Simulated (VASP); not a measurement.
# BAs (F-43m) in VASP: a series of runs, part 2 of 2

VASP 6.6.1. Earlier steps stand in the parts before.

## (4) Single point, LDA (strain +0.040 along x and y, +0.040 along z)

The input, INCAR:

```
SYSTEM = BAs
ALGO = Normal ; EDIFF = 1E-7
ENCUT = 520 ; ISIF = 2
ISMEAR = 0 ; LASPH = .True.
LCHARG = .True. ; LELF = .True.
LREAL = .False. ; LVHAR = .True.
LWAVE = .False. ; NBANDS = 11
NELM = 60 ; PREC = Accurate
SIGMA = 0.05
```

The input, KPOINTS:

```
k-points
0
Gamma
  10 10 10
  0 0 0
```

The input, POSCAR:

```
BAs
1.0
    0.0000000000      2.4840400000      2.4840400000
    2.4840400000      0.0000000000      2.4840400000
    2.4840400000      2.4840400000      0.0000000000
B As
1 1
Direct
    0.0000000000      0.0000000000      0.0000000000
    0.7500000000      0.7500000000      0.7500000000
```

Potentials or basis: VASP PAW LDA potentials, release 64 (B, As).

The run is started by

```console
$ cat potpaw_LDA.64/B/POTCAR potpaw_LDA.64/As/POTCAR > POTCAR
$ mpirun -np 1 vasp_std > vasp.out
```

OUTCAR:

```text
SYSTEM = BAs
   EDIFF = 1E-7
   ENCUT = 520
   ISIF = 2
   ISMEAR = 0
   LASPH = .True.
   LREAL = .False.
   NELM = 60
   PREC = Accurate

 ion  position               nearest neighbor table
   1  0.000  0.000  0.000-   2 2.15   2 2.15   2 2.15   2 2.15
   2  0.750  0.750  0.750-   1 2.15   1 2.15   1 2.15   1 2.15

  LATTYP: Found a face centered cubic cell.
 ALAT       =     4.9680800000

  Lattice vectors:

 A1 = (   0.0000000000,   2.4840400000,   2.4840400000)
 A2 = (   2.4840400000,   0.0000000000,   2.4840400000)
 A3 = (   2.4840400000,   2.4840400000,   0.0000000000)

[... 513 lines left out ...]
      8      13.1276      0.00000
      9      15.8075      0.00000
     10      19.0878      0.00000
     11      20.0466      0.00000

 [... further k-points ...]
[... 5 lines left out ...]
  --------------------------------------------------------------------------------------
  -------------------------------------------------------------------------------------
  Total       -2.9477930     -2.9477930     -2.9477930     -0.0000000      0.0000000      0.0000000
  in kB     -154.0642290   -154.0642290   -154.0642290     -0.0000000      0.0000000      0.0000000
  external PRESSURE =    -154.0642290 kB  Pullay stress =       0.0000000 kB

 VOLUME and BASIS-vectors are now :
 -----------------------------------------------------------------------------
  energy-cutoff  :      520.00
  volume of cell :       30.66
      direct lattice vectors                 reciprocal lattice vectors
     0.000000000  2.484040000  2.484040000    -0.201285003  0.201285003  0.201285003
     2.484040000  0.000000000  2.484040000     0.201285003 -0.201285003  0.201285003
     2.484040000  2.484040000  0.000000000     0.201285003  0.201285003 -0.201285003

 POSITION                                       TOTAL-FORCE (eV/Angst)
 -----------------------------------------------------------------------------------
      0.00000      0.00000      0.00000         0.000000      0.000000      0.000000
      3.72606      3.72606      3.72606         0.000000     -0.000000      0.000000
 -----------------------------------------------------------------------------------
    total drift:                               -0.000000     -0.000000     -0.000000

  FREE ENERGIE OF THE ION-ELECTRON SYSTEM (eV)
  ---------------------------------------------------
  free  energy   TOTEN  =       -12.7108484453 eV

  energy  without entropy=      -12.7108484453  energy(sigma->0) =      -12.71084845
```

OSZICAR:

```text
N       E                     dE             d eps       ncg     rms          rms(c)
DAV:   1     0.117247892513E+02    0.11725E+02   -0.35192E+03  1034   0.621E+02
DAV:   2    -0.124137220575E+02   -0.24139E+02   -0.22954E+02  1399   0.101E+02
DAV:   3    -0.132115099962E+02   -0.79779E+00   -0.79610E+00  1308   0.176E+01
DAV:   4    -0.132142580973E+02   -0.27481E-02   -0.27480E-02  1126   0.118E+00
DAV:   5    -0.132142635775E+02   -0.54802E-05   -0.54802E-05  1249   0.557E-02    0.420E+00
DAV:   6    -0.127753383501E+02    0.43893E+00   -0.13086E+00  1082   0.427E+00    0.201E+00
DAV:   7    -0.127221339746E+02    0.53204E-01   -0.11513E-01  1202   0.175E+00    0.823E-01
DAV:   8    -0.127108211978E+02    0.11313E-01   -0.19202E-02  1172   0.713E-01    0.855E-02
DAV:   9    -0.127108370671E+02   -0.15869E-04   -0.75237E-04  1115   0.156E-01    0.442E-02
DAV:  10    -0.127108473480E+02   -0.10281E-04   -0.76182E-05  1097   0.494E-02    0.106E-02
DAV:  11    -0.127108485456E+02   -0.11976E-05   -0.11420E-06  1250   0.752E-03    0.847E-03
DAV:  12    -0.127108484449E+02    0.10074E-06   -0.83550E-07  1094   0.371E-03    0.231E-03
DAV:  13    -0.127108484453E+02   -0.39205E-09   -0.32764E-08   532   0.118E-03
   1 F= -.12710848E+02 E0= -.12710848E+02  d E =-.210465E-19
```

Wall time 8.8 s (1 thread of Intel Xeon Platinum 8488C (Sapphire Rapids), shared host); peak memory 0.14 GiB.

Results:

```
Free energy            : -12.7108 eV
Pressure               : -15.4 GPa
Band gap on the k mesh : 1.22 eV, indirect (least direct gap 3.11 eV)
```

Levels at points of the mesh, in eV from the valence-band top:
```
           k point  band 2  band 3  band 4  band 5  band 6  band 7
(0.00, 0.00, 0.00)    0.00    0.00    0.00    3.11    3.11    3.11
(0.50, 0.00, 0.00)   -7.95   -1.62   -1.62    2.03    4.59    4.59
(0.50, 0.50, 0.00)   -7.80   -3.61   -3.61    1.43    1.53   10.15
```

Caveat: the cell differs from its parent crystal (strain +0.040 along x and y, +0.040 along z). A k mesh can miss the band edges.

## (5) Single point, LDA (strain +0.080 along x and y, +0.080 along z)

The input, INCAR:

```
PREC = Accurate
ENCUT = 520
EDIFF = 1E-7
ISMEAR = 0
SIGMA = 0.05
LREAL = False
LASPH = True
NELM = 60
ALGO = Normal
ISIF = 2
LWAVE = False
LCHARG = False
NBANDS = 11
```

The input, KPOINTS:

```
regular mesh
0
Gamma
  10 10 10
```

The input, POSCAR:

```
BAs
1.0
    0.0000000000      2.5795800000      2.5795800000
    2.5795800000      0.0000000000      2.5795800000
    2.5795800000      2.5795800000      0.0000000000
B As
1 1
Direct
    0.0000000000      0.0000000000      0.0000000000
    0.7500000000      0.7500000000      0.7500000000
```

The run is started by

```console
$ cat potpaw_LDA.64/B/POTCAR potpaw_LDA.64/As/POTCAR > POTCAR
$ mpirun -np 1 vasp_std > vasp.out
```

Wall time 8.3 s (1 thread of Intel Xeon Platinum 8488C (Sapphire Rapids), shared host); peak memory 0.15 GiB.

It converged, with:

```
Free energy            : -12.2738 eV
Pressure               : -21.9 GPa
Band gap on the k mesh : 1.29 eV, indirect (least direct gap 2.00 eV)
```

Levels at points of the mesh, in eV from the valence-band top:
```tsv
k point	band 1	band 2	band 3	band 4	band 5	band 6	band 7	band 8
(0.00, 0.00, 0.00)	-13.50	0.00	0.00	0.00	2.00	2.98	2.98	2.98
(0.50, 0.00, 0.00)	-11.41	-7.26	-1.45	-1.45	1.47	4.43	4.43	8.05
(0.50, 0.50, 0.00)	-10.48	-7.27	-3.20	-3.20	1.49	1.59	9.17	9.17
```

Caveat: the cell differs from its parent crystal (strain +0.080 along x and y, +0.080 along z). A k mesh can miss the band edges.

## (6) Overview

```csv
cell,gap on the mesh (eV),pressure (GPa)
"a = 3.108 Å, angles 60.0°, 2 atoms",0.89,53.3
"a = 3.243 Å, angles 60.0°, 2 atoms",1.01,18.2
"a = 3.513 Å, angles 60.0°, 2 atoms",1.22,-15.4
"a = 3.648 Å, angles 60.0°, 2 atoms",1.29,-21.9
```

Alike in all rows: task single point; level LDA; potentials or basis VASP PAW LDA potentials, release 64 (B, As); no spin polarisation; k mesh 10 × 10 × 10; cutoff (eV) 520; smearing gaussian 0.05 eV.

Absolute energies hang on the potentials; compare differences alone.
